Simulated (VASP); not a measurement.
# MoS2 in VASP: notebook

The runs below take MoS2 through single point, with r2SCAN.

Everything below comes from runs of VASP 6.6.1. Logs are shortened: lines on timing, memory, paths and dates and some standing lists are left out, and cuts for length are marked.

## 1. The cell of the first run

The cell holds a slab with vacuum, 6 atoms: a = 3.185 Å, b = 3.185 Å, c = 21.671 Å, α = 90.00°, β = 90.00°, γ = 120.00°.

## 2. Single point, r2SCAN

Contents of POSCAR:

```
MoS2
1.0
    3.1845410000      0.0000000000      0.0000000000
   -1.5922705000      2.7578934054      0.0000000000
    0.0000000000      0.0000000000     21.6705350000
Mo S
2 4
Direct
    0.6666666667      0.3333333333      0.1488400000
    0.3333333333      0.6666666667      0.8511600000
    0.3333333333      0.6666666667      0.2203750000
    0.6666666667      0.3333333333      0.7796250000
    0.6666666667      0.3333333333      0.9227490000
    0.3333333333      0.6666666667      0.0772510000
```

Contents of INCAR.step1:

```
SYSTEM = MoS2
ALGO = Normal ; EDIFF = 1E-5
ENCUT = 550 ; GGA = PE
GGA_COMPAT = .False. ; ISMEAR = -1
LASPH = .True. ; LCHARG = .False.
LREAL = .False. ; LWAVE = .True.
NBANDS = 35 ; NELM = 120
PREC = Accurate ; SIGMA = 0.05
```

Contents of INCAR.step2:

```
SYSTEM = MoS2
ALGO = Normal ; EDIFF = 1E-6
ENCUT = 550 ; GGA_COMPAT = .False.
ISIF = 2 ; ISMEAR = -1
ISTART = 1 ; LASPH = .True.
LCHARG = .False. ; LMIXTAU = .True.
LREAL = .False. ; LWAVE = .False.
METAGGA = R2SCAN ; NBANDS = 35
NELM = 120 ; PREC = Accurate
SIGMA = 0.05
```

Contents of KPOINTS:

```
k-points
0
Gamma
  3 3 1
  0 0 0
```

Potentials or basis: VASP PAW PBE potentials, release 64 (Mo_sv, S).

On the command line:

```bash
$ cat potpaw_PBE.64/Mo_sv/POTCAR potpaw_PBE.64/S/POTCAR > POTCAR
$ cp INCAR.step1 INCAR
$ mpirun -np 1 vasp_std > vasp.out
$ cp INCAR.step2 INCAR
$ mpirun -np 1 vasp_std > vasp.out
```

OUTCAR:

```text
SYSTEM = MoS2
   EDIFF = 1E-6
   ENCUT = 550
   ISIF = 2
   ISMEAR = -1
   ISTART = 1
   LASPH = .True.
   LREAL = .False.
   METAGGA = R2SCAN
   NELM = 120
   PREC = Accurate

 ion  position               nearest neighbor table
   1  0.667  0.333  0.149-   3 2.40   3 2.40   3 2.40   6 2.41   6 2.41   6 2.41
   2  0.333  0.667  0.851-   4 2.40   4 2.40   4 2.40   5 2.41   5 2.41   5 2.41
   3  0.333  0.667  0.220-   1 2.40   1 2.40   1 2.40
   4  0.667  0.333  0.780-   2 2.40   2 2.40   2 2.40
   5  0.667  0.333  0.923-   2 2.41   2 2.41   2 2.41
   6  0.333  0.667  0.077-   1 2.41   1 2.41   1 2.41

  LATTYP: Found a hexagonal cell.
 ALAT       =     3.1845410000
 C/A-ratio  =     6.8049163129

  Lattice vectors:

 A1 = (   3.1845410000,   0.0000000000,   0.0000000000)
 A2 = (  -1.5922705000,   2.7578934054,   0.0000000000)
 A3 = (   0.0000000000,   0.0000000000,  21.6705350000)

Analysis of symmetry for initial positions (statically):
=====================================================================
 Subroutine PRICEL returns:
 Original cell was already a primitive cell.

 Routine SETGRP: Setting up the symmetry group for a
 hexagonal supercell.

 Subroutine GETGRP returns: Found 12 space group operations
 (whereof 12 operations were pure point group operations)
 out of a pool of 24 trial point group operations.

The static configuration has the point symmetry D_3d.

Analysis of symmetry for dynamics (positions and initial velocities):
=====================================================================
 Subroutine PRICEL returns:
 Original cell was already a primitive cell.

 Routine SETGRP: Setting up the symmetry group for a
 hexagonal supercell.

 Subroutine GETGRP returns: Found 12 space group operations
 (whereof 12 operations were pure point group operations)
 out of a pool of 24 trial point group operations.

The dynamic configuration has the point symmetry D_3d.

 Subroutine INISYM returns: Found 12 space group operations
 (whereof 12 operations are pure point group operations),
 and found     1 'primitive' translations

----------------------------------------------------------------------------------------

                                     Primitive cell

  volume of cell :     190.3242

  direct lattice vectors                    reciprocal lattice vectors
     3.184541000  0.000000000  0.000000000     0.314016996  0.181297797  0.000000000
    -1.592270500  2.757893405  0.000000000     0.000000000  0.362595595  0.000000000
     0.000000000  0.000000000 21.670535000     0.000000000  0.000000000  0.046145607

  length of vectors
     3.184541000  3.184541000 21.670535000     0.362595595  0.362595595  0.046145607

  position of ions in fractional coordinates (direct lattice)
     0.666666667  0.333333333  0.148840000
     0.333333333  0.666666667  0.851160000
     0.333333333  0.666666667  0.220375000
     0.666666667  0.333333333  0.779625000
     0.666666667  0.333333333  0.922749000
     0.333333333  0.666666667  0.077251000

  ion indices of the primitive-cell ions
   primitive index   ion index
                 1           1
                 2           2
                 3           3
                 4           4
                 5           5
                 6           6

----------------------------------------------------------------------------------------

 KPOINTS: k-points

Automatic generation of k-mesh.
 Grid dimensions read from file:
 generate k-points for:    3    3    1

 Generating k-lattice:

  Cartesian coordinates                     Fractional coordinates (reciprocal lattice)
     0.104672332  0.060432599  0.000000000     0.333333333  0.000000000  0.000000000
     0.000000000  0.120865198  0.000000000     0.000000000  0.333333333  0.000000000
     0.000000000  0.000000000  0.046145607     0.000000000  0.000000000  1.000000000

  Length of vectors
     0.120865198  0.120865198  0.046145607

  Shift w.r.t. Gamma in fractional coordinates (k-lattice)
     0.000000000  0.000000000  0.000000000

 Subroutine IBZKPT returns following result:
 ===========================================

 Found      3 irreducible k-points:

 Following reciprocal coordinates:
            Coordinates               Weight
  0.000000  0.000000  0.000000      1.000000
  0.333333  0.000000  0.000000      6.000000
  0.333333  0.333333  0.000000      2.000000
   k-points           NKPTS =      3   k-points in BZ     NKDIM =      3   number of bands    NBANDS=     35
   number of dos      NEDOS =    301   number of ions     NIONS =      6
   total plane-waves  NPLWV =  96768
   dimension x,y,z NGX =    24 NGY =   24 NGZ =  168
   dimension x,y,z NGXF=    48 NGYF=   48 NGZF=  336
   ions per type =               2   4
   NGX,Y,Z   is equivalent  to a cutoff of  12.53, 12.53, 12.89 a.u.
   NGXF,Y,Z  is equivalent  to a cutoff of  25.06, 25.06, 25.78 a.u.
 SYSTEM =  MoS2
   PREC   = accura    normal or accurate (medium, high low for compatibility)
   ISTART =      1    job   : 0-new  1-cont  2-samecut
   ICHARG =      0    charge: 1-file 2-atom 10-const
   ISPIN  =      1    spin polarized calculation?
   LNONCOLLINEAR =      F non collinear calculations
   LSORBIT =      F    spin-orbit coupling
   LASPH  =      T    aspherical Exc in radial PAW
   ENCUT  =  550.0 eV  40.42 Ry    6.36 a.u.   6.09  6.09 41.44*2*pi/ulx,y,z
   NELM   =    120;   NELMIN=  2; NELMDL=  0     # of ELM steps
   EDIFF  = 0.1E-05   stopping-criterion for ELM
   LREAL  =      F    real-space projection
   EDIFFG = 0.1E-04   stopping-criterion for IOM
   NSW    =      0    number of steps for IOM
   IBRION =     -1    ionic relax: 0-MD 1-quasi-New 2-CG
   NFREE  =      0    steps in history (QN), initial steepest desc. (CG)
   ISIF   =      2    stress and relaxation
   ISYM   =      2    0-nonsym 1-usesym 2-fastsym
   POTIM  = 0.5000    time-step for ionic-motion
   TEBEG  =    0.0;   TEEND  =   0.0 temperature during run
   PSTRESS=    0.0 pullay stress
   NELECT =      52.0000    total number of electrons
   NUPDOWN=      -1.0000    fix difference up-down
   EMIN   =  10.00;   EMAX   =-10.00  energy-range for DOS
   EFERMI =   0.00;   METHOD = LEGACY
   ISMEAR =    -1;   SIGMA  =   0.05  broadening in eV -4-tet -1-fermi 0-gaus
   EFERMI_NEDOS =   21; number of points for ismear=-14 and -15
   IALGO  =     38    algorithm
   IMIX   =      4    mixing-type and parameters
     AMIX     =   0.40;   BMIX     =  1.00
     AMIX_MAG =   1.60;   BMIX_MAG =  1.00
  volume/ion in A,a.u.               =      31.72       214.06
  Fermi-wavevector in a.u.,A,eV,Ry     =   1.062294  2.007444 15.353739  1.128468
  Thomas-Fermi vector in A             =   2.197739
   LORBIT       =      0    0 simple, 1 ext, 2 COOP (PROOUT), +10 PAW based schemes
   METAGGA = R2SCAN    functional components
   LHFCALC =     F    Hartree Fock is set to
   AEXX    =    0.0000 exact exchange contribution
   IVDW    =     0    specifies the selected vdW correction
   LEPSILON=     F    determine dielectric tensor
   LRPA    =     F    only Hartree local field effects (RPA)
 non-spin polarized calculation
  energy-cutoff  :      550.00
  volume of cell :      190.32
 maximum number of plane-waves:      5622
   NGX = 13   NGY = 13   NGZ = 83

 number of electron      51.9999998 magnetization

 Free energy of the ion-electron system (eV)
  ---------------------------------------------------
  ext. energy  EPLUGINS =         0.00000000
  ---------------------------------------------------
  free energy    TOTEN  =       -90.09778276 eV

  energy without entropy =      -90.09778214  energy(sigma->0) =      -90.09778245

 E-fermi :   2.1477     XC(G=0):  -6.8580

 val. band max:        1.4885344312   @ k =   0.0000   0.0000   0.0000
 cond. band min:       2.8760773302   @ k =   0.3333   0.3333   0.0000
 fundamental gap:      1.3875428991
 Fermi energy:         2.1477206285

 k-point     1 :       0.0000    0.0000    0.0000
  band No.  band energies     occupation
      1     -61.6225      2.00000
      2     -61.6225      2.00000
      3     -35.0982      2.00000
      4     -35.0982      2.00000
      5     -34.8072      2.00000
      6     -34.8072      2.00000
[... 27 lines left out ...]
     34       4.3150      0.00000
     35       7.0800      0.00000

 k-point     2 :       0.3333    0.0000    0.0000
  band No.  band energies     occupation
      1     -61.5916      2.00000
      2     -61.5916      2.00000
      3     -35.1088      2.00000
      4     -35.1088      2.00000
      5     -35.0361      2.00000
      6     -35.0361      2.00000
[... 27 lines left out ...]
     34       5.4758      0.00000
     35       8.9565      0.00000

 k-point     3 :       0.3333    0.3333    0.0000
  band No.  band energies     occupation
      1     -61.5760      2.00000
      2     -61.5760      2.00000
      3     -35.1087      2.00000
      4     -35.1087      2.00000
      5     -35.0610      2.00000
      6     -35.0610      2.00000
[... 27 lines left out ...]
     34       6.2961      0.00000
     35       8.3725      0.00000

------------------------ aborting loop because EDIFF is reached ----------------------------------------

  FORCE on cell =-STRESS in cart. coord.  units (eV):
  Direction    XX          YY          ZZ          XY          YZ          ZX
  --------------------------------------------------------------------------------------
  -------------------------------------------------------------------------------------
  Total        0.1734771      0.1734771     -0.5567250      0.0000000     -0.0000000      0.0000000
  in kB        1.4603566      1.4603566     -4.6865942      0.0000000     -0.0000000      0.0000000
  external PRESSURE =      -0.5886270 kB  Pullay stress =       0.0000000 kB

 VOLUME and BASIS-vectors are now :
 -----------------------------------------------------------------------------
  energy-cutoff  :      550.00
  volume of cell :      190.32
      direct lattice vectors                 reciprocal lattice vectors
     3.184541000  0.000000000  0.000000000     0.314016996  0.181297797  0.000000000
    -1.592270500  2.757893405  0.000000000     0.000000000  0.362595595  0.000000000
     0.000000000  0.000000000 21.670535000     0.000000000  0.000000000  0.046145607

 POSITION                                       TOTAL-FORCE (eV/Angst)
 -----------------------------------------------------------------------------------
      1.59227      0.91930      3.22544        -0.000000      0.000000      0.015515
     -0.00000      1.83860     18.44509        -0.000000      0.000000     -0.015515
     -0.00000      1.83860      4.77564        -0.000000     -0.000000     -0.114020
      1.59227      0.91930     16.89489         0.000000      0.000000      0.114020
      1.59227      0.91930     19.99646         0.000000     -0.000000     -0.139413
     -0.00000      1.83860      1.67407        -0.000000      0.000000      0.139413
 -----------------------------------------------------------------------------------
    total drift:                                0.000000     -0.000000      0.000000

  FREE ENERGIE OF THE ION-ELECTRON SYSTEM (eV)
  ---------------------------------------------------
  free  energy   TOTEN  =       -90.0977827647 eV

  energy  without entropy=      -90.0977821406  energy(sigma->0) =      -90.09778245
```

Wall time 61 s (1 thread of Intel Xeon 6975P-C (Granite Rapids), shared host); peak memory 0.33 GiB.

What came out:

| Item | Value |
| --- | --- |
| Free energy | -90.0978 eV |
| Largest force | 0.139 eV/Å |
| Band gap on the k mesh | 1.39 eV (least direct gap 1.73 eV) |

Forces in eV/Å, atoms in the order of the input:
```
Mo   0.000  0.000  0.016
Mo   0.000  0.000 -0.016
S    0.000  0.000 -0.114
S    0.000  0.000  0.114
S    0.000  0.000 -0.139
S    0.000  0.000  0.139
```

Caveat: the k points lie up to 0.76 Å⁻¹ apart; the PAW data sets were made with another functional, which shifts forces and pressure a little.

## 3. Single point, r2SCAN

POSCAR is that of step 2.

Contents of INCAR.step1:

```
SYSTEM = MoS2
PREC = Accurate ; ENCUT = 550
ISMEAR = -1 ; SIGMA = 0.05
LREAL = .FALSE. ; LASPH = .TRUE.
NELM = 120 ; NBANDS = 35
GGA = PE ; ALGO = Normal
EDIFF = 1E-5 ; LWAVE = .TRUE.
LCHARG = .FALSE. ; GGA_COMPAT = .FALSE.
```

Contents of INCAR.step2:

```
SYSTEM = MoS2
PREC = Accurate ; ENCUT = 550
EDIFF = 1E-6 ; ISMEAR = -1
SIGMA = 0.05 ; LREAL = .FALSE.
LASPH = .TRUE. ; NELM = 120
ALGO = Normal ; ISIF = 2
LWAVE = .FALSE. ; LCHARG = .FALSE.
METAGGA = R2SCAN ; LMIXTAU = .TRUE.
NBANDS = 35 ; ISTART = 1
GGA_COMPAT = .FALSE.
```

Contents of KPOINTS:

```
Automatic mesh
0
G
  4 4 1
  0 0 0
```

Potentials or basis: VASP PAW PBE potentials, release 64 (Mo_sv, S).

On the command line:

```bash
$ cat potpaw_PBE.64/Mo_sv/POTCAR potpaw_PBE.64/S/POTCAR > POTCAR
$ cp INCAR.step1 INCAR
$ mpirun -np 1 vasp_std > vasp.out
$ cp INCAR.step2 INCAR
$ mpirun -np 1 vasp_std > vasp.out
```

Run time: 60 s. Hardware: 1 thread of Intel Xeon 6975P-C (Granite Rapids), shared host; peak memory 0.33 GiB.

It converged, with:

* Free energy: -90.1527 eV
* Largest force: 0.009 eV/Å
* Band gap on the k mesh: 1.82 eV (least direct gap 2.54 eV)

Forces in eV/Å, atoms in the order of the input:
```
Mo   0.000  0.000  0.001
Mo   0.000  0.000 -0.001
S    0.000  0.000  0.009
S    0.000  0.000 -0.009
S    0.000  0.000  0.001
S    0.000  0.000 -0.001
```

Levels at points of the mesh, in eV from the valence-band top:
| k point | band 22 | band 23 | band 24 | band 25 | band 26 | band 27 | band 28 | band 29 | band 30 | band 31 |
| --- | --- | --- | --- | --- | --- | --- | --- | --- | --- | --- |
| (0.00, 0.00, 0.00) | -2.05 | -2.05 | -1.84 | -0.49 | 0.00 | 2.54 | 2.54 | 2.55 | 2.55 | 2.78 |
| (0.50, 0.00, 0.00) | -2.35 | -1.55 | -1.50 | -1.06 | -1.03 | 1.97 | 1.99 | 2.47 | 2.56 | 3.66 |

Caveat: the k points lie up to 0.57 Å⁻¹ apart; the PAW data sets were made with another functional, which shifts forces and pressure a little.

## 4. Single point, r2SCAN

POSCAR is that of step 3.

Contents of INCAR.step1:

```
SYSTEM = MoS2
PREC = Accurate
ENCUT = 550
ISMEAR = -1
SIGMA = 0.05
LREAL = .FALSE.
LASPH = .TRUE.
NELM = 120
NBANDS = 35
GGA = PE
ALGO = Normal
EDIFF = 1E-5
LWAVE = .TRUE.
LCHARG = .FALSE.
GGA_COMPAT = .FALSE.
```

Contents of INCAR.step2:

```
SYSTEM = MoS2
PREC = Accurate
ENCUT = 550
EDIFF = 1E-6
ISMEAR = -1
SIGMA = 0.05
LREAL = .FALSE.
LASPH = .TRUE.
NELM = 120
ALGO = Normal
ISIF = 2
LWAVE = .FALSE.
LCHARG = .FALSE.
METAGGA = R2SCAN
LMIXTAU = .TRUE.
NBANDS = 35
ISTART = 1
GGA_COMPAT = .FALSE.
```

Contents of KPOINTS:

```
Automatic mesh
0
G
  6 6 1
  0 0 0
```

On the command line:

```bash
$ cat potpaw_PBE.64/Mo_sv/POTCAR potpaw_PBE.64/S/POTCAR > POTCAR
$ cp INCAR.step1 INCAR
$ mpirun -np 1 vasp_std > vasp.out
$ cp INCAR.step2 INCAR
$ mpirun -np 1 vasp_std > vasp.out
```

Run time: 87 s. Hardware: 1 thread of Intel Xeon 6975P-C (Granite Rapids), shared host; peak memory 0.34 GiB.

Results (log left out):

- Free energy: -90.0405 eV
- Largest force: 0.043 eV/Å
- Band gap on the k mesh: 1.34 eV (least direct gap 1.75 eV)

Forces on the atoms (eV/Å):
```
Mo   0.000  0.000 -0.005
Mo   0.000  0.000  0.005
S    0.000  0.000  0.043
S    0.000  0.000 -0.043
S    0.000  0.000  0.030
S    0.000  0.000 -0.030
```

Levels at points of the mesh, in eV from the valence-band top:
```tsv
k point	band 23	band 24	band 25	band 26	band 27	band 28	band 29	band 30
(0.00, 0.00, 0.00)	-2.05	-1.84	-0.49	0.00	2.54	2.54	2.55	2.55
(0.50, 0.00, 0.00)	-1.54	-1.49	-1.06	-1.03	1.97	1.99	2.47	2.56
```

Caveat: the PAW data sets were made with another functional, which shifts forces and pressure a little.

(Continued in part 2 of 2.)
